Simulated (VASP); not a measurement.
Runs of VASP 6.6.1 on ZrSi3. The structure is that of space group P6/mmm (No. 191), or close to it. The cells are those of the table. 

```tsv
task	cell	k mesh	cutoff (eV)	gap on the mesh (eV)	pressure (GPa)	relaxed volume (Å³/atom)
single point	a = 3.913, b = 3.913, c = 5.668 Å, angles 90.0, 90.0, 120.0°, 4 atoms	6 × 6 × 4	520	none	47.2	-
single point	a = 5.123, b = 5.123, c = 2.806 Å, angles 90.0, 90.0, 120.0°, 4 atoms	12 × 12 × 16	520	none	0.0	-
single point	a = 4.991, b = 4.991, c = 2.993 Å, angles 90.0, 90.0, 120.0°, 4 atoms	6 × 6 × 6	520	none	0.0	-
relaxation of cell and atoms	relaxed from a = 3.913, b = 3.913, c = 5.668 Å, angles 90.0, 90.0, 120.0°, 4 atoms	6 × 6 × 4	600	none	0.1	(a)
relaxation of cell and atoms	relaxed from a = 4.991, b = 4.991, c = 2.993 Å, angles 90.0, 90.0, 120.0°, 4 atoms	12 × 12 × 16	600	none	0.0	15.96
```

Alike in all rows: level PBE; potentials or basis VASP PAW PBE potentials, release 64 (Zr_sv, Si); no spin polarisation; smearing gaussian 0.1 eV.

Problem. Estimate the missing entries.

Solution. (a) 15.80.

Caveats: the volume moved by over 15 % at a fixed basis, so the end points are rough (some runs).

A k mesh can miss the band edges, and the runs leave out spin-orbit coupling on Zr.

A gap of «none» marks levels without a gap at the run's occupations.
